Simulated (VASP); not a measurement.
# Cu (P6_3/mmc) in VASP: further runs

Cu is run at these levels: PBEsol, RPBE, revPBE, BLYP, LDA; tasks: relaxation of cell and atoms, single point.

Program: VASP 6.6.1. These are calculated values, not measurements. Logs are shortened: lines on timing, memory, paths and dates and some standing lists are left out, and cuts for length are marked.

### Step 1. The cell of the first run

The structure is hexagonal, space group P6_3/mmc (No. 194). Conventional cell: a = 2.531 Å, b = 2.531 Å, c = 8.262 Å, α = 90.00°, β = 90.00°, γ = 120.00°. Cu (site symmetry -6m2) has 12 Cu at 2.53 Å within 3.3 Å. Cu (site symmetry -3m) has 12 Cu at 2.53 Å within 3.3 Å.

This isn't the form of Cu at room conditions, which is fcc.

### Step 2. Relaxation of cell and atoms, PBEsol

Contents of INCAR:

```
SYSTEM = Cu
PREC     = Accurate       ! precision mode
ENCUT    = 600            ! plane-wave cutoff, eV
EDIFF    = 1E-6           ! SCF threshold, eV
ISMEAR   = -1             ! smearing method
SIGMA    = 0.05           ! smearing width, eV
LREAL    = .False.        ! projectors in reciprocal space
LASPH    = .True.         ! aspherical terms in the spheres
NELM     = 80             ! most SCF steps
ALGO     = Fast           ! electronic algorithm
ISIF     = 3              ! what is computed and relaxed
LWAVE    = .False.        ! write WAVECAR
LCHARG   = .False.        ! write CHGCAR
GGA      = PS             ! functional
IBRION   = 2              ! ionic algorithm
NSW      = 60             ! ionic steps
EDIFFG   = -0.01          ! ionic threshold
```

Contents of KPOINTS:

```
Automatic mesh
0
Gamma
  12 12 4
  0 0 0
```

Contents of POSCAR:

```
Cu
1.0
    2.5307640267      0.0000000000      0.0000000000
   -1.2653820134      2.1917059381      0.0000000000
    0.0000000000      0.0000000000      8.2618150800
Cu
4
Direct
    0.6666666667      0.3333333333      0.7500000000
    0.0000000000      0.0000000000      0.5000000000
    0.3333333333      0.6666666667      0.2500000000
    0.0000000000      0.0000000000      0.0000000000
```

Potentials or basis: VASP PAW PBE potentials, release 64 (Cu).

Command:

```console
$ cat potpaw_PBE.64/Cu/POTCAR > POTCAR
$ mpirun -np 1 vasp_std > vasp.out
```

OUTCAR:

```text
SYSTEM = Cu
   PREC = Accurate
   ENCUT = 600
   EDIFF = 1E-6
   ISMEAR = -1
   LREAL = .False.
   LASPH = .True.
   NELM = 80
   ISIF = 3
   GGA = PS
   IBRION = 2
   NSW = 60
   EDIFFG = -0.01

 ion  position               nearest neighbor table
   1  0.667  0.333  0.750-   2 2.53   4 2.53   2 2.53   4 2.53   2 2.53   4 2.53
   2  0.000  0.000  0.500-   1 2.53   3 2.53   1 2.53   3 2.53   1 2.53   3 2.53
   3  0.333  0.667  0.250-   2 2.53   4 2.53   2 2.53   4 2.53   2 2.53   4 2.53
   4  0.000  0.000  0.000-   1 2.53   3 2.53   1 2.53   3 2.53   1 2.53   3 2.53

  LATTYP: Found a hexagonal cell.
 ALAT       =     2.5307640267
 C/A-ratio  =     3.2645537051

  Lattice vectors:

 A1 = (   2.5307640267,   0.0000000000,   0.0000000000)
 A2 = (  -1.2653820134,   2.1917059381,   0.0000000000)
 A3 = (   0.0000000000,   0.0000000000,   8.2618150800)

Analysis of symmetry for initial positions (statically):
=====================================================================
 Subroutine PRICEL returns:
 Original cell was already a primitive cell.

 Routine SETGRP: Setting up the symmetry group for a
 hexagonal supercell.

 Subroutine GETGRP returns: Found 24 space group operations
 (whereof 12 operations were pure point group operations)
 out of a pool of 24 trial point group operations.

The static configuration has the point symmetry D_3d.
 The point group associated with its full space group is D_6h.

Analysis of symmetry for dynamics (positions and initial velocities):
=====================================================================
 Subroutine PRICEL returns:
 Original cell was already a primitive cell.

 Routine SETGRP: Setting up the symmetry group for a
 hexagonal supercell.

 Subroutine GETGRP returns: Found 24 space group operations
 (whereof 12 operations were pure point group operations)
 out of a pool of 24 trial point group operations.

The dynamic configuration has the point symmetry D_3d.
 The point group associated with its full space group is D_6h.

 Subroutine INISYM returns: Found 24 space group operations
 (whereof 12 operations are pure point group operations),
 and found     1 'primitive' translations

----------------------------------------------------------------------------------------

                                     Primitive cell

  volume of cell :      45.8257

  direct lattice vectors                    reciprocal lattice vectors
     2.530764027  0.000000000  0.000000000     0.395137591  0.228132794  0.000000000
    -1.265382013  2.191705938  0.000000000     0.000000000  0.456265589  0.000000000
     0.000000000  0.000000000  8.261815080     0.000000000  0.000000000  0.121038778

  length of vectors
     2.530764027  2.530764027  8.261815080     0.456265589  0.456265589  0.121038778

  position of ions in fractional coordinates (direct lattice)
     0.666666667  0.333333333  0.750000000
     0.000000000  0.000000000  0.500000000
     0.333333333  0.666666667  0.250000000
     0.000000000  0.000000000  0.000000000

  ion indices of the primitive-cell ions
   primitive index   ion index
                 1           1
                 2           2
                 3           3
                 4           4

----------------------------------------------------------------------------------------

 KPOINTS: Automatic mesh

Automatic generation of k-mesh.
 Grid dimensions read from file:
 generate k-points for:   12   12    4

 Generating k-lattice:

  Cartesian coordinates                     Fractional coordinates (reciprocal lattice)
     0.032928133  0.019011066  0.000000000     0.083333333  0.000000000  0.000000000
     0.000000000  0.038022132  0.000000000     0.000000000  0.083333333  0.000000000
     0.000000000  0.000000000  0.030259694     0.000000000  0.000000000  0.250000000

  Length of vectors
     0.038022132  0.038022132  0.030259694

  Shift w.r.t. Gamma in fractional coordinates (k-lattice)
     0.000000000  0.000000000  0.000000000

 Subroutine IBZKPT returns following result:
 ===========================================

 Found     57 irreducible k-points:

 Following reciprocal coordinates:
            Coordinates               Weight
  0.000000  0.000000  0.000000      1.000000
  0.083333 -0.000000  0.000000      6.000000
  0.166667 -0.000000  0.000000      6.000000
  0.250000 -0.000000  0.000000      6.000000
  0.333333  0.000000  0.000000      6.000000
  0.416667  0.000000  0.000000      6.000000
[... 16 lines left out ...]
  0.250000 -0.000000  0.250000     12.000000
  0.333333  0.000000  0.250000     12.000000
 [... further k-points ...]
   k-points           NKPTS =     57   k-points in BZ     NKDIM =     57   number of bands    NBANDS=     26
   number of dos      NEDOS =    301   number of ions     NIONS =      4
   total plane-waves  NPLWV =  28000
   dimension x,y,z NGX =    20 NGY =   20 NGZ =   70
   dimension x,y,z NGXF=    40 NGYF=   40 NGZF=  140
   ions per type =               4
   NGX,Y,Z   is equivalent  to a cutoff of  13.14, 13.14, 14.09 a.u.
   NGXF,Y,Z  is equivalent  to a cutoff of  26.28, 26.28, 28.17 a.u.
 SYSTEM =  Cu
   PREC   = accura    normal or accurate (medium, high low for compatibility)
   ISTART =      0    job   : 0-new  1-cont  2-samecut
   ICHARG =      2    charge: 1-file 2-atom 10-const
   ISPIN  =      1    spin polarized calculation?
   LNONCOLLINEAR =      F non collinear calculations
   LSORBIT =      F    spin-orbit coupling
   LASPH  =      T    aspherical Exc in radial PAW
   ENCUT  =  600.0 eV  44.10 Ry    6.64 a.u.   5.05  5.05 16.50*2*pi/ulx,y,z
   NELM   =     80;   NELMIN=  2; NELMDL= -5     # of ELM steps
   EDIFF  = 0.1E-05   stopping-criterion for ELM
   LREAL  =      F    real-space projection
   EDIFFG = -.1E-01   stopping-criterion for IOM
   NSW    =     60    number of steps for IOM
   IBRION =      2    ionic relax: 0-MD 1-quasi-New 2-CG
   NFREE  =      1    steps in history (QN), initial steepest desc. (CG)
   ISIF   =      3    stress and relaxation
   ISYM   =      2    0-nonsym 1-usesym 2-fastsym
   POTIM  = 0.5000    time-step for ionic-motion
   TEBEG  =    0.0;   TEEND  =   0.0 temperature during run
   PSTRESS=    0.0 pullay stress
   NELECT =      44.0000    total number of electrons
   NUPDOWN=      -1.0000    fix difference up-down
   EMIN   =  10.00;   EMAX   =-10.00  energy-range for DOS
   EFERMI =   0.00;   METHOD = LEGACY
   ISMEAR =    -1;   SIGMA  =   0.05  broadening in eV -4-tet -1-fermi 0-gaus
   EFERMI_NEDOS =   21; number of points for ismear=-14 and -15
   IALGO  =     68    algorithm
   IMIX   =      4    mixing-type and parameters
     AMIX     =   0.40;   BMIX     =  1.00
     AMIX_MAG =   1.60;   BMIX_MAG =  1.00
  volume/ion in A,a.u.               =      11.46        77.31
  Fermi-wavevector in a.u.,A,eV,Ry     =   1.615062  3.052025 35.489789  2.608426
  Thomas-Fermi vector in A             =   2.709870
   LORBIT       =      0    0 simple, 1 ext, 2 COOP (PROOUT), +10 PAW based schemes
   GGA     = PS    functional components
   LHFCALC =     F    Hartree Fock is set to
   AEXX    =    0.0000 exact exchange contribution
   IVDW    =     0    specifies the selected vdW correction
   LEPSILON=     F    determine dielectric tensor
   LRPA    =     F    only Hartree local field effects (RPA)
 conjugate gradient relaxation of ions
 non-spin polarized calculation
 RMM-DIIS sequential band-by-band and
  energy-cutoff  :      600.00
  volume of cell :       45.83
 maximum number of plane-waves:      1551
   NGX = 11   NGY = 11   NGZ = 33

--------------------------------------- Ionic step        1  -------------------------------------------

 number of electron      44.0000004 magnetization

 Free energy of the ion-electron system (eV)
  ---------------------------------------------------
  ext. energy  EPLUGINS =         0.00000000
  ---------------------------------------------------
  free energy    TOTEN  =       -17.21025514 eV

  energy without entropy =      -17.19719878  energy(sigma->0) =      -17.20372696

------------------------ aborting loop because EDIFF is reached ----------------------------------------

  FORCE on cell =-STRESS in cart. coord.  units (eV):
  Direction    XX          YY          ZZ          XY          YZ          ZX
  --------------------------------------------------------------------------------------
  -------------------------------------------------------------------------------------
  Total       -0.2480486     -0.2480486     -0.3959733      0.0000000     -0.0000000      0.0000000
  in kB       -8.6723737     -8.6723737    -13.8441764      0.0000000     -0.0000000      0.0000000
  external PRESSURE =     -10.3963079 kB  Pullay stress =       0.0000000 kB
[... 213 lines left out ...]
  energy  without entropy=      -17.1985335436  energy(sigma->0) =      -17.20501262

--------------------------------------- Ionic step        7  -------------------------------------------

 number of electron      44.0000012 magnetization

 Free energy of the ion-electron system (eV)
  ---------------------------------------------------
  ext. energy  EPLUGINS =         0.00000000
  ---------------------------------------------------
  free energy    TOTEN  =       -17.21152776 eV

  energy without entropy =      -17.19865001  energy(sigma->0) =      -17.20508889

 E-fermi :   7.7716     XC(G=0): -13.1249

 val. band max:        7.7572262996   @ k =   0.1667   0.0833   0.5000
 cond. band min:       7.8689824738   @ k =   0.5000  -0.0000   0.5000
 fundamental gap:      0.1117561742
 Fermi energy:         7.7715622474

 k-point     1 :       0.0000    0.0000    0.0000
  band No.  band energies     occupation
      1      -1.8091      2.00000
      2       0.3686      2.00000
      3       0.3835      2.00000
      4       2.5662      2.00000
      5       4.4614      2.00000
      6       4.4631      2.00000
[... 685 lines left out ...]
     25      14.5618      0.00000
     26      15.4380      0.00000

 [... further k-points ...]
[... 5 lines left out ...]
  --------------------------------------------------------------------------------------
  -------------------------------------------------------------------------------------
  Total       -0.0178449     -0.0178449     -0.0059844      0.0000000      0.0000000      0.0000000
  in kB       -0.6280064     -0.6280064     -0.2106049      0.0000000      0.0000000      0.0000000
  external PRESSURE =      -0.4888725 kB  Pullay stress =       0.0000000 kB
[... 19 lines left out ...]
  FREE ENERGIE OF THE ION-ELECTRON SYSTEM (eV)
  ---------------------------------------------------
  free  energy   TOTEN  =       -17.2115277583 eV

  energy  without entropy=      -17.1986500117  energy(sigma->0) =      -17.20508889

 reached required accuracy - stopping structural energy minimisation
```

Run time: 3.1 min. Hardware: 1 thread of AMD EPYC 9R45 (Zen 5), shared host; peak memory 0.18 GiB.

What came out:

```
Free energy                           : -17.2115 eV
Relaxed volume                        : 11.38 Å³/atom
Relaxed cell                          : a = 2.528 Å, b = 2.528 Å, c = 8.228 Å, α = 90.00°, β = 90.00°, γ = 120.00°
Space group after relaxing (to 0.1 Å) : P6_3/mmc (No. 194)
Energy gained by relaxing             : 0.3 meV/atom
Ionic steps                           : 7
Pressure after relaxing               : 0.0 GPa
Band gap on the k mesh                : zero (bands 22 and 23 overlap by 5.21 eV)
```

The path:
```csv
step,energy change (eV),largest force (eV/Å),pressure (GPa),volume (Å³)
1,0.0000,0.0000,-1.04,45.83
2,-0.0009,0.0000,0.58,45.33
3,-0.0012,0.0000,0.02,45.49
4,-0.0012,0.0000,0.22,45.48
5,-0.0012,0.0000,-0.33,45.58
6,-0.0012,0.0000,-0.11,45.53
7,-0.0013,0.0000,-0.05,45.53
```

Final structure:
```yaml
crystal:
  lattice:
    - [2.52772, 0.00000, 0.00000]
    - [-1.26386, 2.18907, 0.00000]
    - [0.00000, 0.00000, 8.22755]
  atoms:
    - { symbol: Cu, position: [0.66667, 0.33333, 0.75000] }
    - { symbol: Cu, position: [0.00000, 0.00000, 0.50000] }
    - { symbol: Cu, position: [0.33333, 0.66667, 0.25000] }
    - { symbol: Cu, position: [0.00000, 0.00000, 0.00000] }
```

Levels at points of the mesh, in eV from the Fermi level:
```tsv
k point	band 19	band 20	band 21	band 22	band 23	band 24	band 25	band 26
(0.00, 0.00, 0.00)	-2.08	-1.91	-1.91	-1.60	-1.60	-1.02	4.07	12.91
(0.50, 0.00, 0.00)	-1.47	-1.45	-0.62	0.42	1.06	1.64	4.83	4.85
(0.00, 0.00, 0.50)	-2.21	-2.21	-1.73	-1.73	-1.73	-1.73	7.24	7.24
(0.50, 0.00, 0.50)	-1.47	-1.47	0.10	0.10	1.44	1.44	5.33	5.33
```

Caveat: the PAW data sets were made with another functional, which shifts forces and pressure a little.

### Step 3. Relaxation of cell and atoms, RPBE

Contents of INCAR:

```
SYSTEM = Cu
  ALGO = Fast
  EDIFF = 1E-7
  EDIFFG = -0.01
  ENCUT = 600
  GGA = RP
  IBRION = 2
  ISIF = 3
  ISMEAR = -1
  LASPH = .True.
  LCHARG = .False.
  LREAL = .False.
  LWAVE = .False.
  NELM = 80
  NSW = 60
  PREC = Accurate
  SIGMA = 0.05
```

Contents of KPOINTS:

```
k-points
0
Gamma
  12 12 4
  0 0 0
```

POSCAR is that of step 2.

Potentials or basis: VASP PAW PBE potentials, release 64 (Cu).

Command:

```console
$ cat potpaw_PBE.64/Cu/POTCAR > POTCAR
$ mpirun -np 1 vasp_std > vasp.out
```

Run time: 4.9 min. Hardware: 1 thread of AMD EPYC 9R45 (Zen 5), shared host; peak memory 0.18 GiB.

It converged, with:

```
Free energy                           : -13.0034 eV
Relaxed volume                        : 12.47 Å³/atom
Relaxed cell                          : a = 2.607 Å, b = 2.607 Å, c = 8.474 Å, α = 90.00°, β = 90.00°, γ = 120.00°
Space group after relaxing (to 0.1 Å) : P6_3/mmc (No. 194)
Energy gained by relaxing             : 36.9 meV/atom
Ionic steps                           : 8
Pressure after relaxing               : 0.0 GPa
Band gap on the k mesh                : zero (bands 22 and 23 overlap by 4.96 eV)
```

Stress tensor (GPa, compression positive):
```
 0.10  0.00  0.00
 0.00  0.10  0.00
 0.00  0.00 -0.07
```

Step by step:
```csv
step,energy change (eV),largest force (eV/Å),pressure (GPa),volume (Å³)
1,0.0000,0.0000,12.67,45.83
2,-0.1140,0.0000,-4.93,52.10
3,-0.1475,0.0000,0.42,49.89
4,-0.1473,0.0000,-0.38,50.05
5,-0.1476,0.0000,0.13,49.85
6,-0.1476,0.0000,0.10,49.86
7,-0.1477,0.0000,-0.33,49.88
8,-0.1477,0.0000,0.04,49.88
```

Final structure:
```
Cu
1.0
     2.60703    0.00000    0.00000
    -1.30352    2.25776    0.00000
     0.00000    0.00000    8.47399
Cu
4
Direct
  0.66667 0.33333 0.75000
  0.00000 0.00000 0.50000
  0.33333 0.66667 0.25000
  0.00000 0.00000 0.00000
```

Levels at points of the mesh, in eV from the Fermi level:
```
           k point  band 18  band 19  band 20  band 21  band 22  band 23  band 24  band 25  band 26
(0.00, 0.00, 0.00)    -1.94    -1.94    -1.80    -1.80    -1.53    -1.53    -0.73     3.67    12.21
(0.50, 0.00, 0.00)    -1.41    -1.41    -1.39    -0.42     0.58     0.98     1.56     4.39     4.42
(0.00, 0.00, 0.50)    -2.06    -2.06    -2.06    -1.64    -1.64    -1.64    -1.64     6.78     6.78
(0.50, 0.00, 0.50)    -1.49    -1.42    -1.42     0.15     0.15     1.38     1.38     4.95     4.95
```

Caveat: the PAW data sets were made with another functional, which shifts forces and pressure a little.

### Step 4. Relaxation of cell and atoms, revPBE

Contents of INCAR:

```
SYSTEM = Cu
ALGO = Normal
EDIFF = 1E-6
EDIFFG = -0.01
ENCUT = 600
GGA = RE
IBRION = 2
ISIF = 3
ISMEAR = -1
LASPH = .TRUE.
LCHARG = .FALSE.
LREAL = .FALSE.
LWAVE = .FALSE.
NELM = 100
NSW = 60
PREC = Accurate
SIGMA = 0.05
```

Contents of KPOINTS:

```
k-points
0
G
  12 12 4
  0 0 0
```

POSCAR is that of step 3.

Command:

```console
$ cat potpaw_PBE.64/Cu/POTCAR > POTCAR
$ mpirun -np 1 vasp_std > vasp.out
```

Run time: 5.2 min. Hardware: 1 thread of AMD EPYC 9R45 (Zen 5), shared host; peak memory 0.18 GiB.

The run converged. Its results:

* Free energy: -13.3871 eV
* Relaxed volume: 12.34 Å³/atom
* Relaxed cell: a = 2.597 Å, b = 2.597 Å, c = 8.449 Å, α = 90.00°, β = 90.00°, γ = 120.00°
* Space group after relaxing (to 0.1 Å): P6_3/mmc (No. 194)
* Energy gained by relaxing: 28.9 meV/atom
* Ionic steps: 14
* Pressure after relaxing: 0.0 GPa
* Band gap on the k mesh: zero (bands 22 and 23 overlap by 5.00 eV)

Stress tensor (GPa, compression positive):
```
 0.11  0.00  0.00
 0.00  0.11  0.00
 0.00  0.00 -0.11
```

The path:
```
step  energy change (eV)  largest force (eV/Å)  pressure (GPa)  volume (Å³)
   1              0.0000                0.0000           11.38        45.83
   2             -0.0850                0.0000           -4.53        51.44
   3             -0.1155                0.0000            0.66        49.36
   4             -0.1151                0.0000           -0.53        49.61
   5             -0.1154                0.0000           -0.28        49.50
   6             -0.1157                0.0000            0.05        49.36
   7             -0.1157                0.0000           -0.06        49.34
   8             -0.1157                0.0000            0.23        49.30
   9             -0.1157                0.0000            0.21        49.32
  10             -0.1157                0.0000            0.22        49.33
  11             -0.1157                0.0000            0.18        49.34
  12             -0.1157                0.0000           -0.11        49.43
  13             -0.1157                0.0000           -0.31        49.40
  14             -0.1157                0.0000            0.04        49.37
```

Final structure:
```yaml
crystal:
  lattice:
    - [2.59741, 0.00000, 0.00000]
    - [-1.29871, 2.24943, 0.00000]
    - [0.00000, 0.00000, 8.44926]
  atoms:
    - { symbol: Cu, position: [0.66667, 0.33333, 0.75000] }
    - { symbol: Cu, position: [0.00000, 0.00000, 0.50000] }
    - { symbol: Cu, position: [0.33333, 0.66667, 0.25000] }
    - { symbol: Cu, position: [0.00000, 0.00000, 0.00000] }
```

Levels at points of the mesh, in eV from the Fermi level:
```tsv
k point	band 18	band 19	band 20	band 21	band 22	band 23	band 24	band 25	band 26
(0.00, 0.00, 0.00)	-1.96	-1.96	-1.81	-1.81	-1.54	-1.54	-0.76	3.70	12.28
(0.50, 0.00, 0.00)	-1.42	-1.42	-1.40	-0.44	0.57	0.99	1.57	4.44	4.47
(0.00, 0.00, 0.50)	-2.07	-2.07	-2.07	-1.65	-1.65	-1.65	-1.65	6.82	6.82
(0.50, 0.00, 0.50)	-1.50	-1.42	-1.42	0.15	0.15	1.39	1.39	5.00	5.00
```

Caveat: the PAW data sets were made with another functional, which shifts forces and pressure a little.

[end of part 1 of 2]

The gap in the log of VASP goes by the Fermi energy; the results here count the filled bands.